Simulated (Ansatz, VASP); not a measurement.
SnO in VASP and in Ansatz

File INCAR:

```
SYSTEM = SnO
ALGO = Normal ; EDIFF = 1E-6
ENCUT = 520 ; GGA = PS
ISIF = 2 ; ISMEAR = 0
IVDW = 12 ; LASPH = .True.
LCHARG = .False. ; LREAL = .False.
LWAVE = .False. ; NBANDS = 28
NELM = 100 ; PREC = Accurate
SIGMA = 0.15
```

File KPOINTS:

```
k-points
0
Gamma
  12 12 10
  0 0 0
```

Contents of POSCAR:

```
SnO
1.0
    3.6119000000      0.0000000000      0.0000000000
    0.0000000000      3.6119000000      0.0000000000
    0.0000000000      0.0000000000      4.8360000000
Sn O
2 2
Direct
    0.0000000000      0.5000000000      0.2385000000
    0.5000000000      0.0000000000      0.7615000000
    0.0000000000      0.0000000000      0.0000000000
    0.5000000000      0.5000000000      0.0000000000
```

Input for Ansatz:

```yaml
crystal:
  lattice:
    - [3.6119, 0.0, 0.0]
    - [0.0, 3.6119, 0.0]
    - [0.0, 0.0, 4.836]
  atoms:
    - { symbol: Sn, position: [0.0, 0.5, 0.2385] }
    - { symbol: Sn, position: [0.5, 0.0, 0.7615] }
    - { symbol: O, position: [0.0, 0.0, 0.0] }
    - { symbol: O, position: [0.5, 0.5, 0.0] }
basis:
  ecutwfc: 420
kpoints:
  mp_grid: { grid: [12, 12, 10] }
hamiltonian:
  xc: pbesol
  dispersion: d3bj
scf:
  occupations: { method: gaussian, width: 0.15 }
output:
  forces: true
  stress: true
  eigenvalues: true
  write_density: true
  write_potential: true
  elf: true
  volumetric_format: npy
```

Change from the starting cell: strain -0.050 along x and y, +0.000 along z, atoms carried along.

Alike in both runs: task single point; functional PBEsol; dispersion D3(BJ); k mesh 12 × 12 × 10; occupations gaussian, width 0.15 eV; no spin polarisation.

```csv
,VASP,Ansatz
version,VASP 6.6.1,Ansatz 0.2.0
potentials or method,"VASP PAW PBE potentials, release 64 (Sn_d, O), cutoff 520 eV","scalar-relativistic, plane waves, PAW"
valence electrons in the cell,40,40
```

Ansatz gave:

| Quantity | Value |
| --- | --- |
| gap on the k mesh at the Fermi level (eV) | none |
| pressure (GPa) | 10.7 |
| traceless stress, the component that is largest in VASP (GPa) | -5.14 |
| rms of the force components (eV/Å) | 0.624 |

Task: Which values does VASP return?

Result: gap on the k mesh at the Fermi level (eV): none; pressure (GPa): 11.1; traceless stress, the component that is largest in VASP (GPa): -5.10; rms of the force components (eV/Å): 0.671.

VASP's potentials were made for PBE, not for PBEsol. Atom by atom the forces differ by 0.047 eV/Å (rms over components). A gap of «none» marks a metal or a gap that the smearing closes.
